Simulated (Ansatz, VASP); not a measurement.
## One calculation of B2SbN, two programs

```
B Sb N
1.0
     3.29756    0.00000    0.00000
    -1.64878    2.85577    0.00000
     0.00000    0.00000    6.97246
B Sb N
2 1 1
Direct
  0.33333 0.66667 0.00000
  0.66667 0.33333 0.50000
  0.33333 0.66667 0.50000
  0.66667 0.33333 0.00000
```

Alike in both runs: task relaxation of cell and atoms; functional LDA; k mesh 15 × 15 × 6; occupations fermi-dirac, width 0.15 eV; no spin polarisation.

```csv
,VASP,Ansatz
version,VASP 6.6.1,Ansatz 0.2.0
potentials or method,"VASP PAW LDA potentials, release 64 (B, Sb, N), cutoff 600 eV","scalar-relativistic, plane waves, PAW"
valence electrons in the cell,16,26
```

|  | VASP | Ansatz | Ansatz less VASP |
| --- | --- | --- | --- |
| gap on the k mesh at the Fermi level, each at its own relaxed structure (eV) | none | none | - |
| relaxed volume (Å³/atom) | 16.17 | 16.43 | +0.261 |
| relaxed length of the cell vector where the two differ most in proportion (Å) | 6.770 | 6.964 | +0.1943 |

LDA's correlation is that of Perdew and Zunger in VASP and of Perdew and Wang (1992) in Ansatz. A gap of «none» marks a metal or a gap that the smearing closes. VASP's potentials hold 16 valence electrons a cell and Ansatz's 26, so a difference there can come from the potentials and not from the codes.

Neither program's run includes spin-orbit coupling.
